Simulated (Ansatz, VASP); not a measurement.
Two plane-wave programs on SnTe3

Contents of INCAR:

```
SYSTEM = SnTe3
ALGO = Normal
EDIFF = 1E-6
ENCUT = 520
GGA = PE
ISIF = 2
ISMEAR = 0
LASPH = .True.
LCHARG = .False.
LREAL = .False.
LWAVE = .False.
NBANDS = 24
NELM = 80
PREC = Accurate
SIGMA = 0.1
```

KPOINTS

```
k-points
0
Gamma
  10 10 10
  0 0 0
```

POSCAR

```
SnTe3
1.0
   -3.2712201129      3.2712201129      3.2712201129
    3.2712201129     -3.2712201129      3.2712201129
    3.2712201129      3.2712201129     -3.2712201129
Sn Te
1 3
Direct
    0.0000000000      0.0000000000      0.0000000000
    0.0000000000      0.5000000000      0.5000000000
    0.5000000000      0.0000000000      0.5000000000
    0.5000000000      0.5000000000      0.0000000000
```

Input for Ansatz:

```yaml
crystal:
  lattice:
    - [-3.2712201129, 3.2712201129, 3.2712201129]
    - [3.2712201129, -3.2712201129, 3.2712201129]
    - [3.2712201129, 3.2712201129, -3.2712201129]
  atoms:
    - { symbol: Sn, position: [0.0, 0.0, 0.0] }
    - { symbol: Te, position: [0.0, 0.5, 0.5] }
    - { symbol: Te, position: [0.5, 0.0, 0.5] }
    - { symbol: Te, position: [0.5, 0.5, 0.0] }
basis:
  ecutwfc: 420
kpoints:
  mp_grid: { grid: [10, 10, 10] }
hamiltonian:
  xc: pbe
scf:
  occupations: { method: gaussian, width: 0.1 }
output:
  forces: true
  stress: true
  eigenvalues: true
```

Alike in both runs: task single point; functional PBE; k mesh 10 × 10 × 10; occupations gaussian, width 0.1 eV; no spin polarisation.

|  | VASP | Ansatz |
| --- | --- | --- |
| version | VASP 6.6.1 | Ansatz 0.2.0 |
| potentials or method | VASP PAW PBE potentials, release 64 (Sn_d, Te), cutoff 520 eV | scalar-relativistic, plane waves, PAW |
| valence electrons in the cell | 32 | 62 |

```csv
,VASP,Ansatz,Ansatz less VASP
gap on the k mesh at the Fermi level (eV),none,none,-
pressure (GPa),-2.2,-2.2,+0.03
```

A gap of «none» marks a metal or a gap that the smearing closes. VASP's potentials hold 32 valence electrons a cell and Ansatz's 62, so a difference there can come from the potentials and not from the codes.

Spin-orbit coupling is off throughout.
